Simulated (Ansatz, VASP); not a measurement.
# Two plane-wave programs on TiAl3

POSCAR

```
TiAl3
1.0
    3.9556712500      0.0000000000      0.0000000000
    0.0000000000      3.9556712500      0.0000000000
    0.0000000000      0.0000000000      7.9113425000
Ti Al
2 6
Direct
    0.0000000000      0.0259413663      0.0000000000
    0.0000000000      0.0259413663      0.5000000000
    0.5000000000      0.4959492312      0.0000000000
    0.5000000000      0.4959492312      0.5000000000
    0.5000000000     -0.0379202392      0.2500000000
    0.5000000000     -0.0379202392      0.7500000000
    0.0000000000      0.4959493410      0.2500000000
    0.0000000000      0.4959493410      0.7500000000
```

Contents of INCAR.step1:

```
  ALGO = Normal
  EDIFF = 1E-4
  ENCUT = 520
  GGA = PE
  ISMEAR = 0
  LASPH = True
  LCHARG = False
  LREAL = False
  LWAVE = True
  NBANDS = 31
  NELM = 100
  PREC = Accurate
  SIGMA = 0.15
```

Contents of INCAR.step2:

```
  ALGO = Normal
  EDIFF = 1E-6
  ENCUT = 520
  ISIF = 2
  ISMEAR = 0
  ISTART = 1
  LASPH = True
  LCHARG = False
  LMIXTAU = True
  LREAL = False
  LWAVE = False
  METAGGA = R2SCAN
  NBANDS = 31
  NELM = 100
  PREC = Accurate
  SIGMA = 0.15
```

The input KPOINTS:

```
k-points
0
Gamma
  12 12 6
```

Input for Ansatz:

```yaml
crystal:
  lattice:
    - [3.95567125, 0.0, 0.0]
    - [0.0, 3.95567125, 0.0]
    - [0.0, 0.0, 7.9113425]
  atoms:
    - { symbol: Ti, position: [0.0, 0.0259413663, 0.0] }
    - { symbol: Ti, position: [0.0, 0.0259413663, 0.5] }
    - { symbol: Al, position: [0.5, 0.4959492312, 0.0] }
    - { symbol: Al, position: [0.5, 0.4959492312, 0.5] }
    - { symbol: Al, position: [0.5, -0.0379202392, 0.25] }
    - { symbol: Al, position: [0.5, -0.0379202392, 0.75] }
    - { symbol: Al, position: [0.0, 0.495949341, 0.25] }
    - { symbol: Al, position: [0.0, 0.495949341, 0.75] }
basis:
  ecutwfc: 500
kpoints:
  mp_grid: { grid: [12, 12, 6] }
hamiltonian:
  xc: r2scan
scf:
  occupations: { method: gaussian, width: 0.15 }
output:
  forces: true
  stress: true
  eigenvalues: true
```

Change from the starting cell: mode 10 (272.1 1/cm) frozen in, largest displacement +0.150 Å.

Alike in both runs: task single point; functional r2SCAN; k mesh 12 × 12 × 6; occupations gaussian, width 0.15 eV; no spin polarisation.

|  | VASP | Ansatz |
| --- | --- | --- |
| version | VASP 6.6.1 | Ansatz 0.2.0 |
| potentials or method | VASP PAW PBE potentials, release 64 (Ti_sv, Al), cutoff 520 eV | scalar-relativistic, plane waves, PAW |
| valence electrons in the cell | 42 | 42 |

|  | VASP | Ansatz | Ansatz less VASP |
| --- | --- | --- | --- |
| gap on the k mesh at the Fermi level (eV) | none | none | - |
| pressure (GPa) | 0.9 | 1.0 | +0.11 |
| traceless stress, the component that is largest in VASP (GPa) | 0.48 | 0.48 | -0.004 |
| rms of the force components (eV/Å) | 0.503 | 0.504 | +0.0005 |

VASP's potentials were made for PBE, not for r2SCAN. Atom by atom the forces differ by 0.003 eV/Å (rms over components). A gap of «none» marks a metal or a gap that the smearing closes.
